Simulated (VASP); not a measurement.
# AlN (Cm) in VASP: a series of runs

The runs below take AlN through single point, with r2SCAN.

Everything below comes from runs of VASP 6.6.1. Logs are shortened: lines on timing, memory, paths and dates and some standing lists are left out, and cuts for length are marked.

## Step 1: The cell of the first run

Symmetry: Cm, No. 8, monoclinic system. Conventional cell: a = 5.350 Å, b = 3.089 Å, c = 15.294 Å, α = 90.00°, β = 98.38°, γ = 90.00°. Within 2.5 Å of Al (site symmetry m) lie 5 N at 1.89 to 2.48 Å. Al (site symmetry m) has 4 N at 1.89 Å within 2.5 Å. Within 2.5 Å of Al (site symmetry m) lie 4 N at 1.89 Å. Al (site symmetry m) has 4 N at 1.89 Å within 2.5 Å. Within 2.5 Å of Al (site symmetry m) lie 4 N at 1.89 Å. Within 2.5 Å of Al (site symmetry m) lie 4 N at 1.89 Å. N (site symmetry m) has 4 Al at 1.89 Å within 2.5 Å. Within 2.5 Å of N (site symmetry m) lie 4 Al at 1.89 Å.

## Step 2: Single point, r2SCAN

POSCAR reads:

```
AlN
1.0
    2.1839935596     -2.1839935596      0.0000000000
    2.1839935596      0.0000000000     -2.1839935596
   10.5561144710      7.8259041221      7.8259041221
Al N
6 6
Direct
    0.6406368067      0.6406368067      0.0624666667
   -0.3732798600     -0.3732798600      0.8958000000
    0.2378534733      0.2378534733      0.2291333333
    0.4322868067      0.4322868067      0.5624666667
   -0.1649298600     -0.1649298600      0.3958000000
    0.0295034733      0.0295034733      0.7291333333
    0.4843743067      0.4843743067      0.4374666667
    0.8871576400      0.8871576400      0.2708000000
    0.0815909733      0.0815909733      0.6041333333
    0.2760243067      0.2760243067      0.9374666667
   -0.3211923600     -0.3211923600      0.7708000000
    0.2899409733      0.2899409733      0.1041333333
```

INCAR.step1 reads:

```
  ALGO = Normal
  EDIFF = 1E-4
  ENCUT = 520
  GGA = PE
  ISMEAR = 0
  LASPH = True
  LCHARG = False
  LREAL = False
  LWAVE = True
  NBANDS = 36
  NELM = 100
  PREC = Accurate
  SIGMA = 0.05
```

INCAR.step2 reads:

```
  ALGO = Normal
  EDIFF = 1E-7
  ENCUT = 520
  ISIF = 2
  ISMEAR = 0
  ISTART = 1
  LASPH = True
  LCHARG = False
  LMIXTAU = True
  LREAL = False
  LWAVE = False
  METAGGA = R2SCAN
  NBANDS = 36
  NELM = 100
  PREC = Accurate
  SIGMA = 0.05
```

KPOINTS reads:

```
k-points
0
Gamma
  8 8 2
```

Potentials or basis: VASP PAW PBE potentials, release 64 (Al, N).

On the command line:

```bash
cat potpaw_PBE.64/Al/POTCAR potpaw_PBE.64/N/POTCAR > POTCAR
cp INCAR.step1 INCAR
mpirun -np 1 vasp_std > vasp.out
cp INCAR.step2 INCAR
mpirun -np 1 vasp_std > vasp.out
```

OUTCAR:

```text
EDIFF = 1E-7
   ENCUT = 520
   ISIF = 2
   ISMEAR = 0
   ISTART = 1
   LASPH = True
   LREAL = False
   METAGGA = R2SCAN
   NELM = 100
   PREC = Accurate

 ion  position               nearest neighbor table
   1  0.641  0.641  0.062-  12 1.89  12 1.89  12 1.89  10 2.48  10 2.48   2 2.56   3 3.09   3 3.09
                             3 3.09
   2  0.627  0.627  0.896-  10 1.89  11 1.89  10 1.89  10 1.89   1 2.56   6 3.09   6 3.09   6 3.09

   3  0.238  0.238  0.229-   8 1.89  12 1.89   8 1.89   8 1.89   1 3.09   1 3.09   1 3.09   5 3.09
                             5 3.09   5 3.09
   4  0.432  0.432  0.562-   9 1.89   9 1.89   7 1.89   9 1.89   6 3.09   6 3.09   6 3.09   5 3.09
                             5 3.09   5 3.09
   5  0.835  0.835  0.396-   7 1.89   8 1.89   7 1.89   7 1.89   4 3.09   3 3.09   4 3.09   4 3.09
                             3 3.09   3 3.09
   6  0.030  0.030  0.729-  11 1.89   9 1.89  11 1.89  11 1.89   4 3.09   4 3.09   4 3.09   2 3.09
                             2 3.09   2 3.09
   7  0.484  0.484  0.437-   5 1.89   4 1.89   5 1.89   5 1.89
   8  0.887  0.887  0.271-   3 1.89   5 1.89   3 1.89   3 1.89
   9  0.082  0.082  0.604-   4 1.89   4 1.89   6 1.89   4 1.89
  10  0.276  0.276  0.937-   2 1.89   2 1.89   2 1.89   1 2.48   1 2.48
  11  0.679  0.679  0.771-   6 1.89   2 1.89   6 1.89   6 1.89
  12  0.290  0.290  0.104-   1 1.89   1 1.89   3 1.89   1 1.89

  LATTYP: Found a base centered monoclinic cell.
 ALAT       =     5.3496698225
 B/A-ratio  =     0.5773502692
 C/A-ratio  =     2.8589576580
 COS(beta)  =    -0.1457524209

  Lattice vectors:

 A1 = (  -2.1839935596,   2.1839935596,  -0.0000000000)
 A2 = (  -2.1839935596,   0.0000000000,   2.1839935596)
 A3 = (  10.5561144710,   7.8259041221,   7.8259041221)

Analysis of symmetry for initial positions (statically):
=====================================================================
 Subroutine PRICEL returns:
 Original cell was already a primitive cell.

 Routine SETGRP: Setting up the symmetry group for a
 base centered monoclinic supercell.

 Subroutine GETGRP returns: Found  2 space group operations
 (whereof  2 operations were pure point group operations)
 out of a pool of  4 trial point group operations.

The static configuration has the point symmetry C_1h.

Analysis of symmetry for dynamics (positions and initial velocities):
=====================================================================
 Subroutine PRICEL returns:
 Original cell was already a primitive cell.

 Routine SETGRP: Setting up the symmetry group for a
 base centered monoclinic supercell.

 Subroutine GETGRP returns: Found  2 space group operations
 (whereof  2 operations were pure point group operations)
 out of a pool of  4 trial point group operations.

The dynamic configuration has the point symmetry C_1h.

 Subroutine INISYM returns: Found  2 space group operations
 (whereof  2 operations are pure point group operations),
 and found     1 'primitive' translations

----------------------------------------------------------------------------------------

                                     Primitive cell

  volume of cell :     125.0073

  direct lattice vectors                    reciprocal lattice vectors
     2.183993560 -2.183993560  0.000000000     0.136725831 -0.321150978  0.136725831
     2.183993560  0.000000000 -2.183993560     0.136725831  0.136725831 -0.321150978
    10.556114471  7.825904122  7.825904122     0.038156401  0.038156401  0.038156401

  length of vectors
     3.088633312  3.088633312 15.294479507     0.374867785  0.374867785  0.066088825

  position of ions in fractional coordinates (direct lattice)
     0.640636807  0.640636807  0.062466667
     0.626720140  0.626720140  0.895800000
     0.237853473  0.237853473  0.229133333
     0.432286807  0.432286807  0.562466667
     0.835070140  0.835070140  0.395800000
     0.029503473  0.029503473  0.729133333
     0.484374307  0.484374307  0.437466667
     0.887157640  0.887157640  0.270800000
     0.081590973  0.081590973  0.604133333
     0.276024307  0.276024307  0.937466667
     0.678807640  0.678807640  0.770800000
     0.289940973  0.289940973  0.104133333

  ion indices of the primitive-cell ions
   primitive index   ion index
                 1           1
                 2           2
                 3           3
                 4           4
                 5           5
                 6           6
                 7           7
                 8           8
                 9           9
                10          10
                11          11
                12          12

----------------------------------------------------------------------------------------

 KPOINTS: k-points

Automatic generation of k-mesh.
 Grid dimensions read from file:
 generate k-points for:    8    8    2

 Generating k-lattice:

  Cartesian coordinates                     Fractional coordinates (reciprocal lattice)
     0.017090729 -0.040143872  0.017090729     0.125000000  0.000000000  0.000000000
     0.017090729  0.017090729 -0.040143872     0.000000000  0.125000000  0.000000000
     0.019078200  0.019078200  0.019078200     0.000000000  0.000000000  0.500000000

  Length of vectors
     0.046858473  0.046858473  0.033044412

  Shift w.r.t. Gamma in fractional coordinates (k-lattice)
     0.000000000  0.000000000  0.000000000

 Subroutine IBZKPT returns following result:
 ===========================================

 Found     42 irreducible k-points:

 Following reciprocal coordinates:
            Coordinates               Weight
  0.000000  0.000000  0.000000      1.000000
  0.125000  0.000000  0.000000      4.000000
  0.250000  0.000000  0.000000      4.000000
  0.375000  0.000000  0.000000      4.000000
  0.500000  0.000000  0.000000      2.000000
  0.125000  0.125000  0.000000      2.000000
[... 16 lines left out ...]
  0.125000  0.000000  0.500000      4.000000
  0.250000  0.000000  0.500000      4.000000
 [... further k-points ...]
   k-points           NKPTS =     42   k-points in BZ     NKDIM =     42   number of bands    NBANDS=     36
   number of dos      NEDOS =    301   number of ions     NIONS =     12
   total plane-waves  NPLWV =  69120
   dimension x,y,z NGX =    24 NGY =   24 NGZ =  120
   dimension x,y,z NGXF=    48 NGYF=   48 NGZF=  240
   ions per type =               6   6
   NGX,Y,Z   is equivalent  to a cutoff of  12.92, 12.92, 13.04 a.u.
   NGXF,Y,Z  is equivalent  to a cutoff of  25.84, 25.84, 26.09 a.u.
 SYSTEM =  unknown system
   PREC   = accura    normal or accurate (medium, high low for compatibility)
   ISTART =      1    job   : 0-new  1-cont  2-samecut
   ICHARG =      0    charge: 1-file 2-atom 10-const
   ISPIN  =      1    spin polarized calculation?
   LNONCOLLINEAR =      F non collinear calculations
   LSORBIT =      F    spin-orbit coupling
   LASPH  =      T    aspherical Exc in radial PAW
   ENCUT  =  520.0 eV  38.22 Ry    6.18 a.u.   5.74  5.74 28.44*2*pi/ulx,y,z
   NELM   =    100;   NELMIN=  2; NELMDL=  0     # of ELM steps
   EDIFF  = 0.1E-06   stopping-criterion for ELM
   LREAL  =      F    real-space projection
   EDIFFG = 0.1E-05   stopping-criterion for IOM
   NSW    =      0    number of steps for IOM
   IBRION =     -1    ionic relax: 0-MD 1-quasi-New 2-CG
   NFREE  =      0    steps in history (QN), initial steepest desc. (CG)
   ISIF   =      2    stress and relaxation
   ISYM   =      2    0-nonsym 1-usesym 2-fastsym
   POTIM  = 0.5000    time-step for ionic-motion
   TEBEG  =    0.0;   TEEND  =   0.0 temperature during run
   PSTRESS=    0.0 pullay stress
   NELECT =      48.0000    total number of electrons
   NUPDOWN=      -1.0000    fix difference up-down
   EMIN   =  10.00;   EMAX   =-10.00  energy-range for DOS
   EFERMI =   0.00;   METHOD = LEGACY
   ISMEAR =     0;   SIGMA  =   0.05  broadening in eV -4-tet -1-fermi 0-gaus
   EFERMI_NEDOS =   21; number of points for ismear=-14 and -15
   IALGO  =     38    algorithm
   IMIX   =      4    mixing-type and parameters
     AMIX     =   0.40;   BMIX     =  1.00
     AMIX_MAG =   1.60;   BMIX_MAG =  1.00
  volume/ion in A,a.u.               =      10.42        70.30
  Fermi-wavevector in a.u.,A,eV,Ry     =   1.189899  2.248583 19.263943  1.415860
  Thomas-Fermi vector in A             =   2.325996
   LORBIT       =      0    0 simple, 1 ext, 2 COOP (PROOUT), +10 PAW based schemes
   METAGGA = R2SCAN    functional components
   LHFCALC =     F    Hartree Fock is set to
   AEXX    =    0.0000 exact exchange contribution
   IVDW    =     0    specifies the selected vdW correction
   LEPSILON=     F    determine dielectric tensor
   LRPA    =     F    only Hartree local field effects (RPA)
 non-spin polarized calculation
 Gauss-broadening in eV      SIGMA  =   0.05
  energy-cutoff  :      520.00
  volume of cell :      125.01
 maximum number of plane-waves:      3386
   NGX = 11   NGY = 11   NGZ = 57

 number of electron      48.0000006 magnetization

 Free energy of the ion-electron system (eV)
  ---------------------------------------------------
  ext. energy  EPLUGINS =         0.00000000
  ---------------------------------------------------
  free energy    TOTEN  =      -113.04154161 eV

  energy without entropy =     -113.04154161  energy(sigma->0) =     -113.04154161

 E-fermi :   6.4114     XC(G=0): -11.4467

 val. band max:        6.1969939365   @ k =  -0.1250   0.1250   0.0000
 cond. band min:       9.4214387297   @ k =   0.5000   0.5000   0.5000
 fundamental gap:      3.2244447932
 Fermi energy:         6.4113604599

 k-point     1 :       0.0000    0.0000    0.0000
  band No.  band energies     occupation
      1     -10.0354      2.00000
      2      -9.6282      2.00000
      3      -9.5471      2.00000
      4      -8.6338      2.00000
      5      -8.5580      2.00000
      6      -7.9208      2.00000
[... 28 lines left out ...]
     35      17.3678      0.00000
     36      17.8320      0.00000

 k-point     2 :       0.1250    0.0000    0.0000
  band No.  band energies     occupation
      1      -9.8329      2.00000
      2      -9.4508      2.00000
      3      -9.3379      2.00000
      4      -8.5053      2.00000
      5      -8.3743      2.00000
      6      -7.7989      2.00000
[... 28 lines left out ...]
     35      17.7016      0.00000
     36      18.0173      0.00000

 k-point     3 :       0.2500    0.0000    0.0000
  band No.  band energies     occupation
      1      -9.2750      2.00000
      2      -8.9533      2.00000
      3      -8.7764      2.00000
      4      -8.1468      2.00000
      5      -7.9251      2.00000
      6      -7.4994      2.00000
[... 28 lines left out ...]
     35      17.0717      0.00000
     36      17.6595      0.00000
[... 742 lines left out ...]
 k-point    23 :       0.1250    0.0000    0.5000
  band No.  band energies     occupation
      1      -9.7937      2.00000
      2      -9.6223      2.00000
      3      -9.0137      2.00000
      4      -8.8939      2.00000
      5      -8.0587      2.00000
      6      -7.9186      2.00000
[... 28 lines left out ...]
     35      17.7122      0.00000
     36      18.0319      0.00000

 k-point    24 :       0.2500    0.0000    0.5000
  band No.  band energies     occupation
      1      -9.2514      2.00000
      2      -9.0565      2.00000
      3      -8.5852      2.00000
      4      -8.3688      2.00000
      5      -7.7518      2.00000
      6      -7.5625      2.00000
[... 28 lines left out ...]
     35      17.0547      0.00000
     36      17.5559      0.00000

 [... further k-points ...]
[... 5 lines left out ...]
  --------------------------------------------------------------------------------------
  -------------------------------------------------------------------------------------
  Total        4.0037481     -2.4925460     -2.4925460      3.2552751      2.5689906      3.2552753
  in kB       51.3147267    -31.9461448    -31.9461448     41.7217937     32.9259107     41.7217965
  external PRESSURE =      -4.1925210 kB  Pullay stress =       0.0000000 kB

 VOLUME and BASIS-vectors are now :
 -----------------------------------------------------------------------------
  energy-cutoff  :      520.00
  volume of cell :      125.01
      direct lattice vectors                 reciprocal lattice vectors
     2.183993560 -2.183993560  0.000000000     0.136725831 -0.321150978  0.136725831
     2.183993560  0.000000000 -2.183993560     0.136725831  0.136725831 -0.321150978
    10.556114471  7.825904122  7.825904122     0.038156401  0.038156401  0.038156401

 POSITION                                       TOTAL-FORCE (eV/Angst)
 -----------------------------------------------------------------------------------
      3.45770     -0.91029     -0.91029         0.749654      0.025278      0.025278
     12.19367      5.64169      5.64169        -1.181230     -0.774516     -0.774516
      3.45770      1.27371      1.27371         0.212403      0.112865      0.112865
      7.82569      3.45770      3.45770         0.033083      0.033099      0.033099
      7.82569      1.27371      1.27371         0.033099      0.030914      0.030914
      7.82569      5.64169      5.64169         0.045619      0.035523      0.035523
      6.73369      2.36570      2.36570        -0.028941     -0.031077     -0.031077
      6.73369      0.18171      0.18171        -0.017623     -0.025226     -0.025226
      6.73369      4.54970      4.54970        -0.033770     -0.030353     -0.030353
     11.10168      6.73369      6.73369        -0.907811      0.315210      0.315210
     11.10168      4.54970      4.54970        -0.061216     -0.054576     -0.054576
      2.36570      0.18171      0.18171         1.156734      0.362858      0.362858
 -----------------------------------------------------------------------------------
    total drift:                                0.032642      0.034131      0.034131

  FREE ENERGIE OF THE ION-ELECTRON SYSTEM (eV)
  ---------------------------------------------------
  free  energy   TOTEN  =      -113.0415416132 eV

  energy  without entropy=     -113.0415416132  energy(sigma->0) =     -113.04154161
```

It took 19 min on 1 thread of AMD EPYC 9R45 (Zen 5), shared host; peak memory 0.3 GiB.

Results:

```yaml
Free_energy: -113.0415 eV
Pressure: -0.4 GPa
Largest_force: 1.611 eV/Å
Band_gap_on_the_k_mesh: 3.22 eV, indirect (least direct gap 3.36 eV)
```

Forces on the atoms (eV/Å):
```
Al   0.750  0.025  0.025
Al  -1.181 -0.775 -0.775
Al   0.212  0.113  0.113
Al   0.033  0.033  0.033
Al   0.033  0.031  0.031
Al   0.046  0.036  0.036
N   -0.029 -0.031 -0.031
N   -0.018 -0.025 -0.025
N   -0.034 -0.030 -0.030
N   -0.908  0.315  0.315
N   -0.061 -0.055 -0.055
N    1.157  0.363  0.363
```

Stress tensor (GPa, compression positive):
```
 5.13  4.17  4.17
 4.17 -3.19  3.29
 4.17  3.29 -3.19
```

Levels at points of the mesh, in eV from the valence-band top:
| k point | band 20 | band 21 | band 22 | band 23 | band 24 | band 25 | band 26 | band 27 | band 28 | band 29 |
| --- | --- | --- | --- | --- | --- | --- | --- | --- | --- | --- |
| (0.00, 0.00, 0.00) | -0.50 | -0.48 | -0.41 | -0.39 | -0.05 | 3.78 | 5.31 | 5.88 | 7.13 | 7.31 |
| (0.50, 0.00, 0.00) | -1.65 | -1.42 | -1.14 | -0.97 | -0.10 | 3.38 | 4.21 | 4.82 | 6.07 | 7.17 |
| (0.50, 0.50, 0.00) | -1.38 | -1.30 | -1.21 | -0.92 | -0.21 | 3.45 | 3.87 | 5.01 | 6.13 | 6.90 |
| (0.00, 0.00, 0.50) | -0.56 | -0.55 | -0.43 | -0.40 | -0.32 | 3.94 | 4.97 | 6.32 | 6.71 | 7.64 |
| (0.50, 0.00, 0.50) | -1.42 | -1.29 | -1.17 | -0.93 | -0.14 | 3.53 | 3.87 | 5.08 | 6.00 | 7.19 |
| (0.50, 0.50, 0.50) | -1.67 | -1.53 | -1.11 | -0.98 | -0.13 | 3.22 | 4.30 | 4.85 | 5.83 | 7.42 |

Caveat: the PAW data sets were made with another functional, which shifts forces and pressure a little.

## Step 3: Single point, r2SCAN

POSCAR reads:

```
AlN
1.0
    2.1839935596     -2.1839935596      0.0000000000
    2.1839935596      0.0000000000     -2.1839935596
   11.2838211250      7.4620507951      7.4620507951
Al N
6 6
Direct
    0.6302298600      0.6302298600      0.0624666667
   -0.5225201400     -0.5225201400      0.8958000000
    0.1996798600      0.1996798600      0.2291333333
    0.3385798600      0.3385798600      0.5624666667
   -0.2308701400     -0.2308701400      0.3958000000
   -0.0919701400     -0.0919701400      0.7291333333
    0.4114923600      0.4114923600      0.4374666667
    0.8420423600      0.8420423600      0.2708000000
   -0.0190576400     -0.0190576400      0.6041333333
    0.1198423600      0.1198423600      0.9374666667
   -0.4496076400     -0.4496076400      0.7708000000
    0.2725923600      0.2725923600      0.1041333333
```

INCAR.step1 reads:

```
SYSTEM = AlN
  PREC = Accurate
  ENCUT = 520
  ISMEAR = 0
  SIGMA = 0.05
  LREAL = .FALSE.
  LASPH = .TRUE.
  NELM = 80
  NBANDS = 36
  GGA = PE
  ALGO = Normal
  EDIFF = 1E-4
  LWAVE = .TRUE.
  LCHARG = .FALSE.
```

INCAR.step2 reads:

```
SYSTEM = AlN
  PREC = Accurate
  ENCUT = 520
  EDIFF = 1E-6
  ISMEAR = 0
  SIGMA = 0.05
  LREAL = .FALSE.
  LASPH = .TRUE.
  NELM = 80
  ALGO = Normal
  ISIF = 2
  LWAVE = .FALSE.
  LCHARG = .FALSE.
  METAGGA = R2SCAN
  LMIXTAU = .TRUE.
  NBANDS = 36
  ISTART = 1
```

KPOINTS reads:

```
regular mesh
0
G
  8 8 2
  0 0 0
```

Potentials or basis: VASP PAW PBE potentials, release 64 (Al, N).

On the command line:

```bash
cat potpaw_PBE.64/Al/POTCAR potpaw_PBE.64/N/POTCAR > POTCAR
cp INCAR.step1 INCAR
mpirun -np 1 vasp_std > vasp.out
cp INCAR.step2 INCAR
mpirun -np 1 vasp_std > vasp.out
```

Wall time 17 min (1 thread of AMD EPYC 9R45 (Zen 5), shared host); peak memory 0.31 GiB.

The run converged. Its results:

```yaml
Free_energy: -113.9469 eV
Pressure: -2.3 GPa
Largest_force: 0.743 eV/Å
Band_gap_on_the_k_mesh: 3.85 eV, indirect (least direct gap 4.39 eV)
```

Forces in eV/Å, atoms in the order of the input:
```
Al  -0.534 -0.290 -0.290
Al  -0.376 -0.067 -0.067
Al   0.104  0.040  0.040
Al   0.040  0.040  0.040
Al   0.040  0.040  0.040
Al   0.044  0.041  0.041
N   -0.037 -0.039 -0.039
N   -0.040 -0.037 -0.037
N   -0.038 -0.039 -0.039
N    0.391  0.447  0.447
N   -0.031 -0.064 -0.064
N    0.438 -0.072 -0.072
```

Stress tensor (GPa, compression positive):
```
 0.71  0.38  0.38
 0.38 -3.75  2.17
 0.38  2.17 -3.75
```

Levels at points of the mesh, in eV from the valence-band top:
```
           k point  band 20  band 21  band 22  band 23  band 24  band 25  band 26  band 27  band 28  band 29
(0.00, 0.00, 0.00)    -0.39    -0.33    -0.25    -0.17     0.00     4.39     5.76     6.10     7.27     7.58
(0.50, 0.00, 0.00)    -1.31    -1.20    -1.11    -0.77    -0.52     3.97     4.73     5.43     6.54     7.01
(0.50, 0.50, 0.00)    -1.20    -1.14    -1.13    -0.80    -0.76     4.09     4.47     5.63     6.38     6.83
(0.00, 0.00, 0.50)    -0.43    -0.39    -0.29    -0.25    -0.15     4.71     5.12     6.68     6.98     7.61
(0.50, 0.00, 0.50)    -1.45    -1.07    -0.94    -0.80    -0.54     3.96     4.62     5.80     6.13     7.23
(0.50, 0.50, 0.50)    -1.51    -1.43    -0.95    -0.82    -0.63     3.85     5.00     5.44     5.91     7.50
```

Caveat: the PAW data sets were made with another functional, which shifts forces and pressure a little.

(Part 1 of 2 ends here.)
